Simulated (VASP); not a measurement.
Here is a VASP 6.6.1 calculation.

Contents of INCAR:

```
PREC     = Accurate       # precision mode
ENCUT    = 520            # plane-wave cutoff, eV
EDIFF    = 1E-6           # SCF threshold, eV
ISMEAR   = 0              # smearing method
SIGMA    = 0.1            # smearing width, eV
LREAL    = F              # projectors in reciprocal space
LASPH    = T              # aspherical terms in the spheres
NELM     = 100            # most SCF steps
ALGO     = Normal         # electronic algorithm
ISIF     = 2              # what is computed and relaxed
LWAVE    = F              # write WAVECAR
LCHARG   = T              # write CHGCAR
GGA      = PE             # functional
LELF     = T              # ELF
LVHAR    = T            
NBANDS   = 22             # bands
```

Contents of KPOINTS:

```
Automatic mesh
0
Gamma
  10 10 10
```

File POSCAR:

```
As3O2
1.0
    2.4970753823     -4.7431724563      0.0000000000
    2.4970753823      4.7431724563      0.0000000000
    0.0000000000      0.0000000000      3.7016414411
As O
3 2
Direct
    0.7325443875      0.2674556125      0.0000000000
    0.2674556125      0.7325443875      0.0000000000
    0.0000000000      0.0000000000      0.0000000000
    0.5000000000      0.5000000000      0.0000000000
    0.5000000000      0.5000000000      0.5000000000
```

Potentials or basis: VASP PAW PBE potentials, release 64 (As, O).

The run is started by

```console
$ cat potpaw_PBE.64/As/POTCAR potpaw_PBE.64/O/POTCAR > POTCAR
$ mpirun -np 1 vasp_std > vasp.out
```

Q: Estimate the pressure.

A: 0.1 GPa.

Q: Predict the band gap on the k mesh.

A: Zero (an odd number of electrons rules out a gap without spin polarisation).

Q: Predict the largest force.

A: 0.020 eV/Å.

Forces on the atoms (eV/Å):
```
As   0.000  0.020  0.000
As   0.000 -0.020  0.000
As   0.000  0.000  0.000
O    0.000  0.000  0.000
O    0.000  0.000  0.000
```

Caveat: an odd number of electrons without spin polarisation forces a metal; a magnetic or distorted state may lie lower.
